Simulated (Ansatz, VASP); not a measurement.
**MgSnSb2 in VASP and in Ansatz**

```
Mg Sb Sn
1.0
     4.60048    0.00000    0.00000
     0.00000    4.60048    0.00000
     0.00000    0.00000    6.55524
Mg Sb Sn
1 2 1
Direct
  0.00000 0.00000 0.00000
  0.00000 0.50000 0.24288
  0.50000 0.00000 0.75712
  0.50000 0.50000 0.50000
```

Alike in both runs: task single point; functional PBE; k mesh 4 × 4 × 2; occupations fermi-dirac, width 0.02 eV; non-collinear spin, spin-orbit coupling.

```csv
,VASP,Ansatz
version,VASP 6.6.1,Ansatz 0.2.0
potentials or method,"VASP PAW PBE potentials, release 64 (Mg, Sb, Sn_d)","plane waves, PAW"
plane-wave cutoff (eV),600,420
valence electrons in the cell,26,54
```

|  | VASP | Ansatz | Ansatz less VASP |
| --- | --- | --- | --- |
| net moment per atom (μB) | 0.00 | 0.00 | 0.000 |

VASP's potentials hold 26 valence electrons a cell and Ansatz's 54, so a difference there can come from the potentials and not from the codes. Ansatz's warnings: optics on partly filled bands.

The k mesh is coarse, so the values compare programs but aren't converged.
